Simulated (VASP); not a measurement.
Runs of VASP 6.6.1 on TlBr. Symmetry: Pm-3m, No. 221, cubic system. The conventional cell has a = 3.980 Å, b = 3.980 Å, c = 3.980 Å, α = 90.00°, β = 90.00°, γ = 90.00°. Within 4.5 Å of Tl (site symmetry m-3m) lie 8 Br at 3.45 Å and 6 Tl at 3.98 Å. Br (site symmetry m-3m) has 8 Tl at 3.45 Å and 6 Br at 3.98 Å within 4.5 Å. 

| task | cell | smearing | ions in elastic constants | gap on the mesh (eV) | pressure (GPa) | relaxed volume (Å³/atom) |
| --- | --- | --- | --- | --- | --- | --- |
| single point | as given | gaussian 0.02 eV | - | 1.86 | 0.0 | - |
| relaxation of cell and atoms | relaxed | gaussian 0.01 eV | - | 1.86 | 0.0 | (a) |
| relaxation of cell and atoms | relaxed | gaussian 0.02 eV | - | 1.86 | 0.0 | 31.50 |
| single point | as given | gaussian 0.01 eV | - | 1.86 | 0.0 | - |

Alike in all rows: level PBE+D3(BJ); potentials or basis VASP PAW PBE potentials, release 64 (Tl_d, Br); no spin polarisation; k mesh 8 × 8 × 8; cutoff (eV) 500.

Task: Fill in the values left out.

Result: (a) 31.46.

Caveats: spin-orbit coupling is left out, which moves the levels of the heavy elements.

A k mesh can miss the band edges, and the runs leave out spin-orbit coupling on Br, Tl.
